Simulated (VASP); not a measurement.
Write the native input for VASP 6.6.1 that does the following.

```yaml
Task: single point
Functional: r2SCAN
Potentials_or_basis: VASP PAW PBE potentials, release 64 (Hg)
Cutoff: 550 eV
k_mesh: 12 × 12 × 12
Occupations: fermi-dirac, width 0.1 eV
Spin: non-collinear spin, zero start, spin-orbit coupling
Starting_moments: "[[0.0, 0.0, 0.0]] μB"
Dipole_correction: no
Further_INCAR_settings: ALGO = Normal; EDIFF = 1e-06; NBANDS = 23
```

The system is Hg.

```
Hg
1.0
    -1.88157    1.88157    1.88157
     1.88157   -1.88157    1.88157
     1.88157    1.88157   -1.88157
Hg
1
Direct
  0.00000 0.00000 0.00000
```

These files were run (other wordings do the same):

POSCAR

```
Hg
1.0
   -1.8815697170      1.8815697170      1.8815697170
    1.8815697170     -1.8815697170      1.8815697170
    1.8815697170      1.8815697170     -1.8815697170
Hg
1
Direct
    0.0000000000      0.0000000000      0.0000000000
```

INCAR.step1

```
  PREC = Accurate
  ENCUT = 550
  ISMEAR = -1
  SIGMA = 0.1
  LREAL = F
  LASPH = T
  NELM = 200
  MAGMOM = 0 0 0
  LSORBIT = T
  GGA_COMPAT = F
  NBANDS = 23
  GGA = PE
  ALGO = Normal
  EDIFF = 1E-5
  LWAVE = T
  LCHARG = F
```

INCAR.step2

```
  PREC = Accurate
  ENCUT = 550
  EDIFF = 1E-6
  ISMEAR = -1
  SIGMA = 0.1
  LREAL = F
  LASPH = T
  NELM = 200
  ALGO = Normal
  ISIF = 2
  LWAVE = F
  LCHARG = T
  MAGMOM = 0 0 0
  LORBIT = 11
  LSORBIT = T
  GGA_COMPAT = F
  LORBMOM = T
  METAGGA = R2SCAN
  LMIXTAU = T
  LVHAR = T
  NBANDS = 23
  ISTART = 1
```

KPOINTS

```
Automatic mesh
0
Gamma
  12 12 12
```

Potentials or basis: VASP PAW PBE potentials, release 64 (Hg).

Launch:

```bash
$ cat potpaw_PBE.64/Hg/POTCAR > POTCAR
$ cp INCAR.step1 INCAR
$ mpirun -np 1 vasp_ncl > vasp.out
$ cp INCAR.step2 INCAR
$ mpirun -np 1 vasp_ncl > vasp.out
```

Results of the run:

- Pressure: -0.4 GPa
- Net moment: 0.00 μB per cell
- Valence electrons inside the program's atomic spheres: Hg 10.45

Caveat: the PAW data sets were made with another functional, which shifts forces and pressure a little.

Wall time 11 min on 1 thread of Intel(R) Xeon(R) 6975P-C (Granite Rapids) (shared host), peak memory 0.31 GiB.
